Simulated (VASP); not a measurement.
# Hf2Si (I4/mcm) in VASP: notebook, part 2 of 2

VASP 6.6.1.

## 4. Single point, PBEsol (biaxial strain in the a-b plane: +1.0 %, then relaxed in part)

Input file INCAR:

```
SYSTEM = Hf2Si
ALGO = Fast
EDIFF = 1E-7
ENCUT = 520
GGA = PS
ISIF = 2
ISMEAR = 0
LASPH = .True.
LCHARG = .False.
LREAL = .False.
LWAVE = .False.
NBANDS = 60
NELM = 100
PREC = Accurate
SIGMA = 0.1
```

Input file KPOINTS:

```
k-points
0
Gamma
  6 6 8
  0 0 0
```

Input file POSCAR:

```
Hf2Si
1.0
    6.5757583957      0.0000000000      0.0000000000
    0.0000000000      6.5757583957      0.0000000000
    0.0000000000      0.0000000000      5.1132845167
Hf Si
8 4
Direct
    0.1565493736      0.3434506264      0.0000000000
    0.8434506264      0.3434506264      0.5000000000
    0.8434506264      0.6565493736      0.0000000000
    0.1565493736      0.6565493736      0.5000000000
    0.6565493736      0.8434506264      0.5000000000
    0.3434506264      0.8434506264      0.0000000000
    0.3434506264      0.1565493736      0.5000000000
    0.6565493736      0.1565493736      0.0000000000
    0.0000000000      0.0000000000      0.2500000000
    0.0000000000      0.0000000000      0.7500000000
    0.5000000000      0.5000000000      0.7500000000
    0.5000000000      0.5000000000      0.2500000000
```

Potentials or basis: VASP PAW PBE potentials, release 64 (Hf_pv, Si).

Started as:

```console
cat potpaw_PBE.64/Hf_pv/POTCAR potpaw_PBE.64/Si/POTCAR > POTCAR
mpirun -np 1 vasp_std > vasp.out
```

OUTCAR:

```text
SYSTEM = Hf2Si
   EDIFF = 1E-7
   ENCUT = 520
   GGA = PS
   ISIF = 2
   ISMEAR = 0
   LASPH = .True.
   LREAL = .False.
   NELM = 100
   PREC = Accurate

 ion  position               nearest neighbor table
   1  0.157  0.343  0.000-   9 2.79  10 2.79  11 2.79  12 2.79   3 2.91   7 3.09   7 3.09   2 3.28
                             2 3.28   4 3.28   4 3.28   8 3.51   6 3.51   6 3.51   8 3.51
   2  0.843  0.343  0.500-   9 2.79  10 2.79  11 2.79  12 2.79   4 2.91   8 3.09   8 3.09   3 3.28
                             1 3.28   3 3.28   1 3.28   5 3.51   7 3.51   5 3.51   7 3.51
[... 1772 lines left out ...]
  energy-cutoff  :      520.00
  volume of cell :      221.10
      direct lattice vectors                 reciprocal lattice vectors
     6.575758396  0.000000000  0.000000000     0.152073714  0.000000000  0.000000000
     0.000000000  6.575758396  0.000000000     0.000000000  0.152073714  0.000000000
     0.000000000  0.000000000  5.113284517     0.000000000  0.000000000  0.195569012

 POSITION                                       TOTAL-FORCE (eV/Angst)
 -----------------------------------------------------------------------------------
      1.02943      2.25845      0.00000        -0.006393      0.006393     -0.000000
      5.54633      2.25845      2.55664         0.006393      0.006393      0.000000
      5.54633      4.31731      0.00000         0.006393     -0.006393      0.000000
      1.02943      4.31731      2.55664        -0.006393     -0.006393      0.000000
      4.31731      5.54633      2.55664        -0.006393      0.006393     -0.000000
      2.25845      5.54633      0.00000         0.006393      0.006393     -0.000000
      2.25845      1.02943      2.55664         0.006393     -0.006393     -0.000000
      4.31731      1.02943      0.00000        -0.006393     -0.006393      0.000000
      0.00000      0.00000      1.27832         0.000000      0.000000     -0.000000
      0.00000      0.00000      3.83496         0.000000      0.000000      0.000000
      3.28788      3.28788      3.83496         0.000000      0.000000      0.000000
      3.28788      3.28788      1.27832         0.000000      0.000000     -0.000000
 -----------------------------------------------------------------------------------
    total drift:                               -0.000000      0.000000      0.000000

  FREE ENERGIE OF THE ION-ELECTRON SYSTEM (eV)
  ---------------------------------------------------
  free  energy   TOTEN  =      -116.5622086647 eV

  energy  without entropy=     -116.5356914823  energy(sigma->0) =     -116.54895007
```

OSZICAR:

```text
N       E                     dE             d eps       ncg     rms          rms(c)
DAV:   1     0.421550117235E+03    0.42155E+03   -0.50551E+04  6008   0.152E+03
DAV:   2    -0.898549161642E+02   -0.51141E+03   -0.49031E+03  6952   0.376E+02
DAV:   3    -0.120870015952E+03   -0.31015E+02   -0.29315E+02  7640   0.578E+01
DAV:   4    -0.121685262564E+03   -0.81525E+00   -0.80625E+00  7140   0.934E+00
DAV:   5    -0.121704058437E+03   -0.18796E-01   -0.18760E-01  7092   0.134E+00    0.138E+02
RMM:   6    -0.117267682443E+03    0.44364E+01   -0.82978E+00  6478   0.773E+00    0.888E+01
RMM:   7    -0.117173177357E+03    0.94505E-01   -0.15919E+01  8435   0.111E+01    0.864E+00
RMM:   8    -0.116582716333E+03    0.59046E+00   -0.43350E+00  6451   0.553E+00    0.298E+00
RMM:   9    -0.116558067548E+03    0.24649E-01   -0.30631E-01  6695   0.187E+00    0.107E+00
RMM:  10    -0.116561460402E+03   -0.33929E-02   -0.52121E-02  8018   0.686E-01    0.304E-01
RMM:  11    -0.116562297904E+03   -0.83750E-03   -0.11145E-02  8021   0.255E-01    0.299E-01
RMM:  12    -0.116562167718E+03    0.13019E-03   -0.24501E-03  7618   0.123E-01    0.121E-01
RMM:  13    -0.116562202603E+03   -0.34885E-04   -0.51541E-04  8761   0.539E-02    0.270E-02
RMM:  14    -0.116562208877E+03   -0.62741E-05   -0.68205E-05  8776   0.212E-02    0.211E-02
RMM:  15    -0.116562208470E+03    0.40646E-06   -0.12497E-05  7815   0.924E-03    0.546E-03
RMM:  16    -0.116562208620E+03   -0.14994E-06   -0.33012E-06  7461   0.434E-03    0.684E-03
RMM:  17    -0.116562208665E+03   -0.44385E-07   -0.45951E-07  5614   0.159E-03
   1 F= -.11656221E+03 E0= -.11654895E+03  d E =-.265172E-01
```

stdout:

```text
POSCAR found type information on POSCAR HfSi
 POSCAR found :  2 types and      12 ions
 scaLAPACK will be used
 -----------------------------------------------------------------------------
|                                                                             |
|                                                                             |
|     You enforced a specific xc type in the INCAR file but a different       |
|     I HOPE YOU KNOW WHAT YOU ARE DOING!                                     |
|                                                                             |
 -----------------------------------------------------------------------------

 LDA part: xc-table for (Slater+PW92), standard interpolation
 POSCAR, INCAR and KPOINTS ok, starting setup
 FFT: planning ... GRIDC
 FFT: planning ... GRID_SOFT
 FFT: planning ... GRID
 WAVECAR not read
 entering main loop
```

Wall time 20 min (1 thread of Intel Xeon 8259CL, shared host); peak memory 0.62 GiB.

Results:

- Free energy: -116.5622 eV
- Pressure: -2.2 GPa
- Largest force: 0.009 eV/Å
- Band gap on the k mesh: zero (bands 48 and 49 overlap by 0.71 eV)

Forces in eV/Å, atoms in the order of the input:
```
Hf  -0.006  0.006  0.000
Hf   0.006  0.006  0.000
Hf   0.006 -0.006  0.000
Hf  -0.006 -0.006  0.000
Hf  -0.006  0.006  0.000
Hf   0.006  0.006  0.000
Hf   0.006 -0.006  0.000
Hf  -0.006 -0.006  0.000
Si   0.000  0.000  0.000
Si   0.000  0.000  0.000
Si   0.000  0.000  0.000
Si   0.000  0.000  0.000
```

Caveat: the cell differs from its parent crystal (biaxial strain in the a-b plane: +1.0 %, then relaxed in part); the PAW data sets were made with another functional, which shifts forces and pressure a little; spin-orbit coupling is left out, which moves the levels of the heavy elements.

## 5. Single point, PBEsol (biaxial strain in the a-b plane: -1.0 %)

Input file INCAR:

```
PREC = Accurate
ENCUT = 520
EDIFF = 1E-7
ISMEAR = 0
SIGMA = 0.1
LREAL = False
LASPH = True
NELM = 80
ALGO = Fast
ISIF = 2
LWAVE = False
LCHARG = False
GGA = PS
NBANDS = 60
```

Input file KPOINTS:

```
Automatic mesh
0
Gamma
  6 6 8
```

Input file POSCAR:

```
Hf2Si
1.0
    6.4455453581      0.0000000000      0.0000000000
    0.0000000000      6.4455453581      0.0000000000
    0.0000000000      0.0000000000      5.1740745568
Hf Si
8 4
Direct
    0.1567471515      0.3432528485      0.0000000000
    0.8432528485      0.3432528485      0.5000000000
    0.8432528485      0.6567471515      0.0000000000
    0.1567471515      0.6567471515      0.5000000000
    0.6567471515      0.8432528485      0.5000000000
    0.3432528485      0.8432528485      0.0000000000
    0.3432528485      0.1567471515      0.5000000000
    0.6567471515      0.1567471515      0.0000000000
    0.0000000000      0.0000000000      0.2500000000
    0.0000000000      0.0000000000      0.7500000000
    0.5000000000      0.5000000000      0.7500000000
    0.5000000000      0.5000000000      0.2500000000
```

Potentials or basis: VASP PAW PBE potentials, release 64 (Hf_pv, Si).

Started as:

```console
cat potpaw_PBE.64/Hf_pv/POTCAR potpaw_PBE.64/Si/POTCAR > POTCAR
mpirun -np 1 vasp_std > vasp.out
```

OUTCAR:

```text
PREC = Accurate
   ENCUT = 520
   EDIFF = 1E-7
   ISMEAR = 0
   LREAL = False
   LASPH = True
   NELM = 80
   ISIF = 2
   GGA = PS

 ion  position               nearest neighbor table
   1  0.157  0.343  0.000-   9 2.75  10 2.75  11 2.75  12 2.75   3 2.86   7 3.10   7 3.10   2 3.28
                             2 3.28   4 3.28   4 3.28   8 3.44   6 3.44   6 3.44   8 3.44
   2  0.843  0.343  0.500-   9 2.75  10 2.75  11 2.75  12 2.75   4 2.86   8 3.10   8 3.10   3 3.28
                             1 3.28   3 3.28   1 3.28   5 3.44   7 3.44   5 3.44   7 3.44
   3  0.843  0.657  0.000-   9 2.75  10 2.75  11 2.75  12 2.75   1 2.86   5 3.10   5 3.10   2 3.28
                             2 3.28   4 3.28   4 3.28   8 3.44   6 3.44   8 3.44   6 3.44
   4  0.157  0.657  0.500-   9 2.75  10 2.75  11 2.75  12 2.75   2 2.86   6 3.10   6 3.10   1 3.28
                             1 3.28   3 3.28   3 3.28   7 3.44   5 3.44   7 3.44   5 3.44
   5  0.657  0.843  0.500-   9 2.75  10 2.75  11 2.75  12 2.75   7 2.86   3 3.10   3 3.10   8 3.28
                             6 3.28   6 3.28   8 3.28   2 3.44   4 3.44   2 3.44   4 3.44
   6  0.343  0.843  0.000-   9 2.75  10 2.75  11 2.75  12 2.75   8 2.86   4 3.10   4 3.10   5 3.28
                             7 3.28   5 3.28   7 3.28   3 3.44   1 3.44   1 3.44   3 3.44
   7  0.343  0.157  0.500-   9 2.75  10 2.75  11 2.75  12 2.75   5 2.86   1 3.10   1 3.10   8 3.28
                             6 3.28   6 3.28   8 3.28   2 3.44   4 3.44   4 3.44   2 3.44
   8  0.657  0.157  0.000-   9 2.75  10 2.75  11 2.75  12 2.75   6 2.86   2 3.10   2 3.10   7 3.28
                             5 3.28   5 3.28   7 3.28   1 3.44   3 3.44   3 3.44   1 3.44
   9  0.000  0.000  0.250-  10 2.59  10 2.59   3 2.75   4 2.75   5 2.75   6 2.75   7 2.75   8 2.75
                             1 2.75   2 2.75
  10  0.000  0.000  0.750-   9 2.59   9 2.59   3 2.75   4 2.75   5 2.75   6 2.75   7 2.75   8 2.75
                             1 2.75   2 2.75
  11  0.500  0.500  0.750-  12 2.59  12 2.59   3 2.75   4 2.75   5 2.75   6 2.75   7 2.75   8 2.75
                             1 2.75   2 2.75
  12  0.500  0.500  0.250-  11 2.59  11 2.59   3 2.75   4 2.75   5 2.75   6 2.75   7 2.75   8 2.75
                             1 2.75   2 2.75

  LATTYP: Found a simple tetragonal cell.
 ALAT       =     6.4455453581
 C/A-ratio  =     0.8027365055

  Lattice vectors:

[... 195 lines left out ...]
 Gauss-broadening in eV      SIGMA  =   0.10
  energy-cutoff  :      520.00
  volume of cell :      214.96
 maximum number of plane-waves:      5817
 NGX is ok and might be reduce to    48
   NGX = 23   NGY = 23   NGZ = 19

 number of electron      96.0000018 magnetization

 Free energy of the ion-electron system (eV)
  ---------------------------------------------------
  ext. energy  EPLUGINS =         0.00000000
  ---------------------------------------------------
  free energy    TOTEN  =      -116.56328142 eV

  energy without entropy =     -116.53573787  energy(sigma->0) =     -116.54950965

 E-fermi :   6.1929     XC(G=0): -11.7897

 val. band max:        6.1885542197   @ k =   0.1667   0.1667   0.5000
 cond. band min:       6.1941927896   @ k =   0.1667   0.0000   0.0000
 fundamental gap:      0.0056385699
 Fermi energy:         6.1929340165

 k-point     1 :       0.0000    0.0000    0.0000
  band No.  band energies     occupation
      1     -24.0518      2.00000
      2     -24.0006      2.00000
      3     -23.9937      2.00000
      4     -23.9651      2.00000
      5     -23.9218      2.00000
      6     -23.8335      2.00000
[... 1501 lines left out ...]
     59       9.8454      0.00000
     60       9.8515      0.00000

 [... further k-points ...]
[... 5 lines left out ...]
  --------------------------------------------------------------------------------------
  -------------------------------------------------------------------------------------
  Total        4.1197390      4.1197390     -0.2505702      0.0000000     -0.0000000      0.0000000
  in kB       30.7063551     30.7063551     -1.8676174      0.0000000     -0.0000000      0.0000000
  external PRESSURE =      19.8483643 kB  Pullay stress =       0.0000000 kB

 VOLUME and BASIS-vectors are now :
 -----------------------------------------------------------------------------
  energy-cutoff  :      520.00
  volume of cell :      214.96
      direct lattice vectors                 reciprocal lattice vectors
     6.445545358  0.000000000  0.000000000     0.155145910  0.000000000  0.000000000
     0.000000000  6.445545358  0.000000000     0.000000000  0.155145910  0.000000000
     0.000000000  0.000000000  5.174074557     0.000000000  0.000000000  0.193271278

 POSITION                                       TOTAL-FORCE (eV/Angst)
 -----------------------------------------------------------------------------------
      1.01032      2.21245      0.00000         0.000146     -0.000146     -0.000000
      5.43522      2.21245      2.58704        -0.000146     -0.000146      0.000000
      5.43522      4.23309      0.00000        -0.000146      0.000146      0.000000
      1.01032      4.23309      2.58704         0.000146      0.000146      0.000000
      4.23309      5.43522      2.58704         0.000146     -0.000146      0.000000
      2.21245      5.43522      0.00000        -0.000146     -0.000146     -0.000000
      2.21245      1.01032      2.58704        -0.000146      0.000146      0.000000
      4.23309      1.01032      0.00000         0.000146      0.000146     -0.000000
      0.00000      0.00000      1.29352        -0.000000      0.000000     -0.000000
      0.00000      0.00000      3.88056         0.000000     -0.000000     -0.000000
      3.22277      3.22277      3.88056         0.000000      0.000000     -0.000000
      3.22277      3.22277      1.29352        -0.000000     -0.000000     -0.000000
 -----------------------------------------------------------------------------------
    total drift:                                0.000000      0.000000     -0.000000

  FREE ENERGIE OF THE ION-ELECTRON SYSTEM (eV)
  ---------------------------------------------------
  free  energy   TOTEN  =      -116.5632814221 eV

  energy  without entropy=     -116.5357378748  energy(sigma->0) =     -116.54950965
```

It took 9.7 min on 1 thread of Intel Xeon Platinum 8488C (Sapphire Rapids), shared host; peak memory 0.59 GiB.

What came out:

| Item | Value |
| --- | --- |
| Free energy | -116.5633 eV |
| Pressure | 2.0 GPa |
| Band gap on the k mesh | zero (bands 48 and 49 overlap by 0.87 eV) |

Levels at points of the mesh, in eV from the Fermi level:
| k point | band 44 | band 45 | band 46 | band 47 | band 48 | band 49 | band 50 | band 51 | band 52 | band 53 |
| --- | --- | --- | --- | --- | --- | --- | --- | --- | --- | --- |
| (0.00, 0.00, 0.00) | -0.89 | -0.84 | -0.41 | 0.08 | 0.30 | 0.45 | 0.45 | 1.40 | 1.50 | 1.77 |
| (0.50, 0.00, 0.00) | -1.08 | -0.90 | -0.90 | -0.77 | -0.77 | 0.98 | 0.98 | 1.13 | 1.13 | 1.89 |
| (0.50, 0.50, 0.00) | -1.10 | -0.69 | -0.69 | -0.31 | -0.31 | 1.28 | 1.28 | 1.47 | 1.47 | 1.66 |
| (0.00, 0.00, 0.50) | -0.37 | -0.08 | -0.08 | -0.08 | -0.08 | 0.01 | 0.01 | 0.66 | 0.66 | 1.71 |
| (0.50, 0.00, 0.50) | -0.74 | -0.56 | -0.56 | -0.56 | -0.56 | 0.23 | 0.23 | 0.23 | 0.23 | 2.01 |
| (0.50, 0.50, 0.50) | -0.82 | -0.62 | -0.62 | -0.62 | -0.62 | 0.26 | 0.26 | 0.26 | 0.26 | 2.24 |

Caveat: the cell differs from its parent crystal (biaxial strain in the a-b plane: -1.0 %); the PAW data sets were made with another functional, which shifts forces and pressure a little; spin-orbit coupling is left out, which moves the levels of the heavy elements.

## 6. Overview

```tsv
cell	further INCAR settings	gap on the mesh (eV)	pressure (GPa)	largest force (eV/Å)
a = 6.641, b = 6.641, c = 5.086 Å, 12 atoms	ALGO = Fast; EDIFF = 1e-06; NBANDS = 60	none	-4.1	0.01
a = 6.641, b = 6.641, c = 5.081 Å, 12 atoms	ALGO = Fast; EDIFF = 1e-06; NBANDS = 60	none	-4.0	0.04
a = 6.576, b = 6.576, c = 5.113 Å, 12 atoms	ALGO = Fast; EDIFF = 1e-07; NBANDS = 60	none	-2.2	0.01
a = 6.446, b = 6.446, c = 5.174 Å, 12 atoms	ALGO = Fast; EDIFF = 1e-07; NBANDS = 60	none	2.0	-
```

Alike in all rows: task single point; level PBEsol; potentials or basis VASP PAW PBE potentials, release 64 (Hf_pv, Si); no spin polarisation; k mesh 6 × 6 × 8; cutoff (eV) 520; smearing gaussian 0.1 eV.

Caveats: the PAW data sets were made with another functional, which shifts forces and pressure a little; spin-orbit coupling is left out, which moves the levels of the heavy elements; the cell stands under tension (at least some runs).

Absolute energies hang on the potentials; compare differences alone.
